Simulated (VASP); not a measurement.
A run of VASP 6.6.1 is set up as follows.

The input INCAR:

```
PREC = Accurate
ENCUT = 520
EDIFF = 1E-6
ISMEAR = -1
SIGMA = 0.05
LREAL = F
LASPH = T
NELM = 60
ALGO = Normal
ISIF = 2
LWAVE = F
LCHARG = F
GGA = RP
IVDW = 13
NBANDS = 56
```

KPOINTS

```
regular mesh
0
Gamma
  5 6 5
```

Contents of POSCAR:

```
HfO2
1.0
    5.2881483861      0.0000000000      0.0000000000
    0.0000000000      5.0706233964      0.0000000000
    0.0000000000      0.0000000000      5.0989121849
Hf O
4 8
Direct
    0.9669940000      0.7325208200      0.7414403500
    0.5330060000      0.7325208200      0.2414403500
    0.4669940000      0.2674791800      0.7414403500
    0.0330060000      0.2674791800      0.2414403500
    0.6321274500      0.9286454000      0.8792672600
    0.8678725500      0.9286454000      0.3792672600
    0.2339485200      0.5398830500      0.4922923900
    0.2660514800      0.5398830500      0.9922923900
    0.7660514800      0.4601169500      0.9922923900
    0.7339485200      0.4601169500      0.4922923900
    0.1321274500      0.0713546000      0.8792672600
    0.3678725500      0.0713546000      0.3792672600
```

Potentials or basis: VASP PAW PBE potentials, release 64 (Hf_pv, O).

Launch:

```console
$ cat potpaw_PBE.64/Hf_pv/POTCAR potpaw_PBE.64/O/POTCAR > POTCAR
$ mpirun -np 1 vasp_std > vasp.out
```

(1) Predict the band gap on the k mesh.

(2) What does it give for the largest force?

(3) Estimate the pressure.

Answers

(1) 4.38 eV (least direct gap 4.57 eV).

(2) 0.133 eV/Å.

(3) -6.0 GPa.

Caveat: the cell stands under tension; the PAW data sets were made with another functional, which shifts forces and pressure a little; spin-orbit coupling is left out, which moves the levels of the heavy elements; an odd mesh through Γ misses points on the zone boundary, where band edges can lie.
